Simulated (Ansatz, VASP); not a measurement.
Si: VASP beside Ansatz

```
CELL_PARAMETERS angstrom
0.00000 0.00000 4.94152
2.60849 -4.51804 0.00000
2.60849 4.51804 0.00000
ATOMIC_POSITIONS crystal
Si 0.98482 0.50000 0.00000
Si 0.50000 0.50000 0.00000
Si 0.00000 0.00000 0.00000
Si 0.50000 0.00000 0.00000
Si 0.00000 0.50000 0.50000
Si 0.50000 0.50000 0.50000
Si 0.00000 0.00000 0.50000
Si 0.50000 0.00000 0.50000
```

Alike in both runs: task single point; functional LDA; k mesh 12 × 12 × 12; occupations gaussian, width 0.15 eV; no spin polarisation.

|  | VASP | Ansatz |
| --- | --- | --- |
| version | VASP 6.6.1 | Ansatz 0.2.0 |
| potentials or method | VASP PAW LDA potentials, release 64 (Si), cutoff 520 eV | scalar-relativistic, plane waves, PAW |
| valence electrons in the cell | 32 | 32 |

VASP gave:

- gap on the k mesh at the Fermi level (eV): none
- pressure (GPa): 0.2
- traceless stress, the component that is largest in VASP (GPa): -1.36
- rms of the force components (eV/Å): 0.131

**Question.** What did Ansatz give for the same quantities?

**Answer.** gap on the k mesh at the Fermi level (eV): none; pressure (GPa): 0.1; traceless stress, the component that is largest in VASP (GPa): -1.37; rms of the force components (eV/Å): 0.130.

LDA's correlation is that of Perdew and Zunger in VASP and of Perdew and Wang (1992) in Ansatz. Atom by atom the forces differ by 0.001 eV/Å (rms over components). A gap of «none» marks a metal or a gap that the smearing closes.
